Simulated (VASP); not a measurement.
Write the native input for VASP 6.6.1 that does the following.

```
Task                   : single point
Functional             : PBEsol
Potentials or basis    : VASP PAW PBE potentials, release 64 (Zn)
Cutoff                 : 520 eV
k mesh                 : 10 × 10 × 10
Occupations            : methfessel-paxton, width 0.05 eV
Spin                   : no spin polarisation
Dipole correction      : no
Further INCAR settings : ALGO = Normal; EDIFF = 1e-06; NBANDS = 12
```

The structure of Zn lies in POSCAR:

```
Zn
1.0
   -1.5690370000      1.5690370000      1.5690370000
    1.5690370000     -1.5690370000      1.5690370000
    1.5690370000      1.5690370000     -1.5690370000
Zn
1
Direct
    0.0000000000      0.0000000000      0.0000000000
```

The input as run:

INCAR

```
SYSTEM = Zn
ALGO = Normal ; EDIFF = 1E-6
ENCUT = 520 ; GGA = PS
ISIF = 2 ; ISMEAR = 1
LASPH = .TRUE. ; LCHARG = .TRUE.
LELF = .TRUE. ; LREAL = .FALSE.
LVHAR = .TRUE. ; LWAVE = .FALSE.
NBANDS = 12 ; NELM = 80
PREC = Accurate ; SIGMA = 0.05
```

KPOINTS

```
k-points
0
G
  10 10 10
  0 0 0
```

Potentials or basis: VASP PAW PBE potentials, release 64 (Zn).

Run with:

```bash
$ cat potpaw_PBE.64/Zn/POTCAR > POTCAR
$ mpirun -np 1 vasp_std > vasp.out
```

Results of the run:

```
Pressure               : -4.9 GPa
Band gap on the k mesh : zero (band 6 reaches 7.07 eV, above the bottom of band 7 at 1.91 eV)
```

Caveat: the PAW data sets were made with another functional, which shifts forces and pressure a little.

Run time: 5.5 s on 1 thread of Intel Xeon 6975P-C (shared host), peak memory 0.12 GiB.
